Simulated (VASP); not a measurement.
# Ti in VASP: notebook

Runs on Ti. Level: PBE. Tasks: single point.

All numbers are computed with VASP 6.6.1; they aren't measurements. Logs are shortened: lines on timing, memory, paths and dates and some standing lists are left out, and cuts for length are marked.

### 1 The cell of the first run

Symmetry: P6_3/mmc, No. 194, hexagonal system. Conventional cell: a = 2.938 Å, b = 2.938 Å, c = 4.651 Å, α = 90.00°, β = 90.00°, γ = 120.00°. Ti (site symmetry -6m2) has 12 Ti at 2.88 to 2.94 Å within 3.8 Å.

### 2 Single point, PBE

The input, INCAR:

```
SYSTEM = Ti
  PREC = Accurate
  ENCUT = 520
  EDIFF = 1E-6
  ISMEAR = 0
  SIGMA = 0.1
  LREAL = .FALSE.
  LASPH = .TRUE.
  NELM = 100
  ALGO = Fast
  ISIF = 2
  LWAVE = .FALSE.
  LCHARG = .TRUE.
  GGA = PE
  LELF = .TRUE.
  LVHAR = .TRUE.
  NBANDS = 19
```

The input, KPOINTS:

```
regular mesh
0
G
  18 18 10
  0 0 0
```

The input, POSCAR:

```
Ti
1.0
    2.9384580613      0.0000000000      0.0000000000
   -1.4692290307      2.5447793291      0.0000000000
    0.0000000000      0.0000000000      4.6506340141
Ti
2
Direct
    0.3333333333      0.6666666667      0.2500000000
    0.6666666667      0.3333333333      0.7500000000
```

Potentials or basis: VASP PAW PBE potentials, release 64 (Ti_sv).

Run with:

```sh
> cat potpaw_PBE.64/Ti_sv/POTCAR > POTCAR
> mpirun -np 1 vasp_std > vasp.out
```

OUTCAR:

```text
SYSTEM = Ti
   PREC = Accurate
   ENCUT = 520
   EDIFF = 1E-6
   ISMEAR = 0
   LREAL = .FALSE.
   LASPH = .TRUE.
   NELM = 100
   ISIF = 2
   GGA = PE

 ion  position               nearest neighbor table
   1  0.333  0.667  0.250-   2 2.88   2 2.88   2 2.88   2 2.88   2 2.88   2 2.88
   2  0.667  0.333  0.750-   1 2.88   1 2.88   1 2.88   1 2.88   1 2.88   1 2.88

  LATTYP: Found a hexagonal cell.
 ALAT       =     2.9384580613
 C/A-ratio  =     1.5826783698

  Lattice vectors:

 A1 = (   2.9384580613,   0.0000000000,   0.0000000000)
 A2 = (  -1.4692290307,   2.5447793291,   0.0000000000)
 A3 = (   0.0000000000,   0.0000000000,   4.6506340141)

Analysis of symmetry for initial positions (statically):
=====================================================================
 Subroutine PRICEL returns:
 Original cell was already a primitive cell.

 Routine SETGRP: Setting up the symmetry group for a
 hexagonal supercell.

 Subroutine GETGRP returns: Found 24 space group operations
 (whereof 12 operations were pure point group operations)
 out of a pool of 24 trial point group operations.

The static configuration has the point symmetry D_3d.
 The point group associated with its full space group is D_6h.

Analysis of symmetry for dynamics (positions and initial velocities):
=====================================================================
 Subroutine PRICEL returns:
 Original cell was already a primitive cell.

 Routine SETGRP: Setting up the symmetry group for a
 hexagonal supercell.

 Subroutine GETGRP returns: Found 24 space group operations
 (whereof 12 operations were pure point group operations)
 out of a pool of 24 trial point group operations.

The dynamic configuration has the point symmetry D_3d.
 The point group associated with its full space group is D_6h.

 Subroutine INISYM returns: Found 24 space group operations
 (whereof 12 operations are pure point group operations),
 and found     1 'primitive' translations

----------------------------------------------------------------------------------------

                                     Primitive cell

  volume of cell :      34.7762

  direct lattice vectors                    reciprocal lattice vectors
     2.938458061  0.000000000  0.000000000     0.340314539  0.196480691  0.000000000
    -1.469229031  2.544779329  0.000000000     0.000000000  0.392961381  0.000000000
     0.000000000  0.000000000  4.650634014     0.000000000  0.000000000  0.215024445

  length of vectors
[... 75 lines left out ...]
   ICHARG =      2    charge: 1-file 2-atom 10-const
   ISPIN  =      1    spin polarized calculation?
   LNONCOLLINEAR =      F non collinear calculations
   LSORBIT =      F    spin-orbit coupling
   LASPH  =      T    aspherical Exc in radial PAW
   ENCUT  =  520.0 eV  38.22 Ry    6.18 a.u.   5.46  5.46  8.65*2*pi/ulx,y,z
   NELM   =    100;   NELMIN=  2; NELMDL= -5     # of ELM steps
   EDIFF  = 0.1E-05   stopping-criterion for ELM
   LREAL  =      F    real-space projection
   EDIFFG = 0.1E-04   stopping-criterion for IOM
   NSW    =      0    number of steps for IOM
   IBRION =     -1    ionic relax: 0-MD 1-quasi-New 2-CG
   NFREE  =      0    steps in history (QN), initial steepest desc. (CG)
   ISIF   =      2    stress and relaxation
   ISYM   =      2    0-nonsym 1-usesym 2-fastsym
   POTIM  = 0.5000    time-step for ionic-motion
   TEBEG  =    0.0;   TEEND  =   0.0 temperature during run
   PSTRESS=    0.0 pullay stress
   NELECT =      24.0000    total number of electrons
   NUPDOWN=      -1.0000    fix difference up-down
   EMIN   =  10.00;   EMAX   =-10.00  energy-range for DOS
   EFERMI =   0.00;   METHOD = LEGACY
   ISMEAR =     0;   SIGMA  =   0.10  broadening in eV -4-tet -1-fermi 0-gaus
   EFERMI_NEDOS =   21; number of points for ismear=-14 and -15
   IALGO  =     68    algorithm
   IMIX   =      4    mixing-type and parameters
     AMIX     =   0.40;   BMIX     =  1.00
     AMIX_MAG =   1.60;   BMIX_MAG =  1.00
  volume/ion in A,a.u.               =      17.39       117.34
  Fermi-wavevector in a.u.,A,eV,Ry     =   1.446721  2.733905 28.476998  2.093000
  Thomas-Fermi vector in A             =   2.564757
   LORBIT       =      0    0 simple, 1 ext, 2 COOP (PROOUT), +10 PAW based schemes
   GGA     = PE    functional components
   LHFCALC =     F    Hartree Fock is set to
   AEXX    =    0.0000 exact exchange contribution
   IVDW    =     0    specifies the selected vdW correction
   LEPSILON=     F    determine dielectric tensor
   LRPA    =     F    only Hartree local field effects (RPA)
 non-spin polarized calculation
 RMM-DIIS sequential band-by-band and
 Gauss-broadening in eV      SIGMA  =   0.10
  energy-cutoff  :      520.00
  volume of cell :       34.78
 maximum number of plane-waves:       965
 NGX is ok and might be reduce to    24
   NGX = 11   NGY = 11   NGZ = 17

 number of electron      24.0000002 magnetization

 Free energy of the ion-electron system (eV)
  ---------------------------------------------------
  ext. energy  EPLUGINS =         0.00000000
  ---------------------------------------------------
  free energy    TOTEN  =       -15.67725754 eV

  energy without entropy =      -15.66783760  energy(sigma->0) =      -15.67254757

 E-fermi :   8.3346     XC(G=0): -11.4925

 val. band max:        8.3253600577   @ k =   0.1667  -0.0000   0.1000
 cond. band min:       8.3498342690   @ k =   0.0556  -0.0000   0.5000
 fundamental gap:      0.0244742112
 Fermi energy:         8.3345865931

 k-point     1 :       0.0000    0.0000    0.0000
  band No.  band energies     occupation
      1     -48.5402      2.00000
      2     -48.4038      2.00000
      3     -25.1279      2.00000
      4     -24.4861      2.00000
      5     -24.4861      2.00000
      6     -24.4217      2.00000
[... 505 lines left out ...]
      6     -24.6508      2.00000
[... 11 lines left out ...]
     18      11.8005      0.00000
     19      12.5318      0.00000

 [... further k-points ...]
[... 5 lines left out ...]
  --------------------------------------------------------------------------------------
  -------------------------------------------------------------------------------------
  Total       -0.1416432     -0.1416432     -0.1518180      0.0000000     -0.0000000     -0.0000000
  in kB       -6.5256601     -6.5256601     -6.9944274      0.0000000     -0.0000000     -0.0000000
  external PRESSURE =      -6.6819158 kB  Pullay stress =       0.0000000 kB

 VOLUME and BASIS-vectors are now :
 -----------------------------------------------------------------------------
  energy-cutoff  :      520.00
  volume of cell :       34.78
      direct lattice vectors                 reciprocal lattice vectors
     2.938458061  0.000000000  0.000000000     0.340314539  0.196480691  0.000000000
    -1.469229031  2.544779329  0.000000000     0.000000000  0.392961381  0.000000000
     0.000000000  0.000000000  4.650634014     0.000000000  0.000000000  0.215024445

 POSITION                                       TOTAL-FORCE (eV/Angst)
 -----------------------------------------------------------------------------------
     -0.00000      1.69652      1.16266        -0.000000     -0.000000      0.000000
      1.46923      0.84826      3.48798         0.000000      0.000000      0.000000
 -----------------------------------------------------------------------------------
    total drift:                               -0.000000      0.000000     -0.000000

  FREE ENERGIE OF THE ION-ELECTRON SYSTEM (eV)
  ---------------------------------------------------
  free  energy   TOTEN  =       -15.6772575446 eV

  energy  without entropy=      -15.6678375959  energy(sigma->0) =      -15.67254757
```

OSZICAR:

```text
N       E                     dE             d eps       ncg     rms          rms(c)
DAV:   1     0.265151839637E+03    0.26515E+03   -0.13016E+04  8452   0.157E+03
DAV:   2     0.128313434336E+02   -0.25232E+03   -0.24817E+03  8664   0.441E+02
DAV:   3    -0.163811335244E+02   -0.29212E+02   -0.28873E+02 15620   0.124E+02
[... 28 lines left out ...]
RMM:  32    -0.156772533929E+02   -0.15457E-05   -0.19157E-05  8769   0.174E-02    0.368E-02
RMM:  33    -0.156772549043E+02   -0.15114E-05   -0.17964E-05  8633   0.159E-02    0.375E-02
RMM:  34    -0.156772558668E+02   -0.96252E-06   -0.11938E-05  8502   0.146E-02    0.380E-02
RMM:  35    -0.156772568596E+02   -0.99276E-06   -0.11807E-05  8344   0.134E-02    0.387E-02
RMM:  36    -0.156772575446E+02   -0.68503E-06   -0.83464E-06  8225   0.124E-02
   1 F= -.15677258E+02 E0= -.15672548E+02  d E =-.941995E-02
```

stdout:

```text
POSCAR found type information on POSCAR Ti
 POSCAR found :  1 types and       2 ions
 scaLAPACK will be used
 LDA part: xc-table for (Slater+PW92), standard interpolation
 POSCAR, INCAR and KPOINTS ok, starting setup
 FFT: planning ... GRIDC
 FFT: planning ... GRID_SOFT
 FFT: planning ... GRID
 WAVECAR not read
 entering main loop
WARNING in EDDRMM: call to ZHEGV failed, returncode =   8  4     15
WARNING in EDDRMM: call to ZHEGV failed, returncode =   6  3     15
WARNING in EDDRMM: call to ZHEGV failed, returncode =   6  3     15
```

It took 2.7 min on 1 thread of Intel Xeon 6975P-C (Granite Rapids), shared host; peak memory 0.24 GiB.

Results:

```yaml
Free_energy: -15.6773 eV
Pressure: -0.7 GPa
Band_gap_on_the_k_mesh: zero (band 12 reaches 9.10 eV, above the bottom of band 13 at 8.00 eV)
```

### 3 Single point, PBE (strained and its atoms moved)

The input, INCAR:

```
SYSTEM = Ti
PREC = Accurate
ENCUT = 520
EDIFF = 1E-6
ISMEAR = 0
SIGMA = 0.1
LREAL = .FALSE.
LASPH = .TRUE.
NELM = 100
ALGO = Fast
ISIF = 2
LWAVE = .FALSE.
LCHARG = .FALSE.
GGA = PE
NBANDS = 19
```

The input, KPOINTS:

```
Automatic mesh
0
G
  14 14 8
  0 0 0
```

The input, POSCAR:

```
Ti
1.0
    2.8959243996      0.0499729638      0.0000000000
   -1.4046843437      2.4329862540      0.0000000000
    0.0000000000      0.0000000000      4.6948565400
Ti
2
Direct
    0.3098478816      0.6549239408      0.2500000000
    0.6901521184      0.3450760592      0.7500000000
```

Potentials or basis: VASP PAW PBE potentials, release 64 (Ti_sv).

Run with:

```sh
> cat potpaw_PBE.64/Ti_sv/POTCAR > POTCAR
> mpirun -np 1 vasp_std > vasp.out
```

Wall time 3.1 min (1 thread of Intel Xeon 6975P-C (Granite Rapids), shared host); peak memory 0.26 GiB.

It converged, with:

- Free energy: -15.6393 eV
- Pressure: 4.1 GPa
- Largest force: 0.059 eV/Å
- Band gap on the k mesh: zero (band 12 reaches 9.32 eV, above the bottom of band 13 at 8.40 eV)

Forces in eV/Å, atoms in the order of the input:
```
Ti   0.051  0.029  0.000
Ti  -0.051 -0.029  0.000
```

Stress tensor (GPa, compression positive):
```
 4.67 -1.39  0.00
-1.39  6.28  0.00
 0.00  0.00  1.44
```

Levels at points of the mesh, in eV from the Fermi level:
| k point | band 8 | band 9 | band 10 | band 11 | band 12 | band 13 | band 14 | band 15 | band 16 | band 17 |
| --- | --- | --- | --- | --- | --- | --- | --- | --- | --- | --- |
| (0.00, 0.00, 0.00) | -32.52 | -6.26 | -2.77 | 0.57 | 0.61 | 0.65 | 1.20 | 1.26 | 1.51 | 1.64 |
| (0.50, 0.00, 0.00) | -32.59 | -2.24 | -2.22 | -1.74 | -0.64 | 0.15 | 0.87 | 0.97 | 3.58 | 3.73 |
| (0.00, 0.50, 0.00) | -32.65 | -2.37 | -2.21 | -2.04 | -0.29 | 0.57 | 0.80 | 1.24 | 3.67 | 3.71 |
| (0.00, 0.00, 0.50) | -32.56 | -4.43 | -4.43 | -0.02 | -0.02 | 0.64 | 0.64 | 1.03 | 1.03 | 2.81 |
| (0.50, 0.00, 0.50) | -32.67 | -2.69 | -2.69 | -0.87 | -0.87 | 1.33 | 1.33 | 2.12 | 2.12 | 3.74 |
| (0.00, 0.50, 0.50) | -32.72 | -2.57 | -2.57 | -0.92 | -0.92 | 1.54 | 1.54 | 1.92 | 1.92 | 3.76 |

Caveat: the cell differs from its parent crystal (strained and its atoms moved).

### 4 Single point, PBE

The input, INCAR:

```
SYSTEM = Ti
  PREC = Accurate
  ENCUT = 520
  EDIFF = 1E-6
  ISMEAR = 0
  SIGMA = 0.1
  LREAL = .FALSE.
  LASPH = .TRUE.
  NELM = 100
  ALGO = Fast
  ISIF = 2
  LWAVE = .FALSE.
  LCHARG = .TRUE.
  GGA = PE
  LELF = .TRUE.
  LVHAR = .TRUE.
  NBANDS = 19
```

The input, KPOINTS:

```
regular mesh
0
G
  18 18 10
  0 0 0
```

The input, POSCAR:

```
Ti
1.0
    2.9384580612      0.0000000000      0.0000000000
   -1.4692290306      2.5447793290      0.0000000000
    0.0000000000      0.0000000000      4.6506340141
Ti
2
Direct
    0.3333333333      0.6666666667      0.2500000000
    0.6666666667      0.3333333333      0.7500000000
```

Run with:

```sh
> cat potpaw_PBE.64/Ti_sv/POTCAR > POTCAR
> mpirun -np 1 vasp_std > vasp.out
```

It took 11 min on 1 thread of AMD EPYC 7R43 (Zen 3), shared host; peak memory 0.2 GiB.

The run converged. Its results:

```
Free energy            : -15.6773 eV
Pressure               : -0.7 GPa
Band gap on the k mesh : zero (band 12 reaches 9.10 eV, above the bottom of band 13 at 8.00 eV)
```

Levels at points of the mesh, in eV from the Fermi level:
```
           k point  band 10  band 11  band 12  band 13  band 14  band 15
(0.00, 0.00, 0.00)    -2.70     0.76     0.76     0.76     0.88     1.26
(0.50, 0.00, 0.00)    -2.16    -1.85    -0.64     0.47     0.62     1.17
(0.00, 0.00, 0.50)    -4.36     0.08     0.08     0.67     0.67     0.67
(0.50, 0.00, 0.50)    -2.55    -0.82    -0.82     1.31     1.31     1.71
```
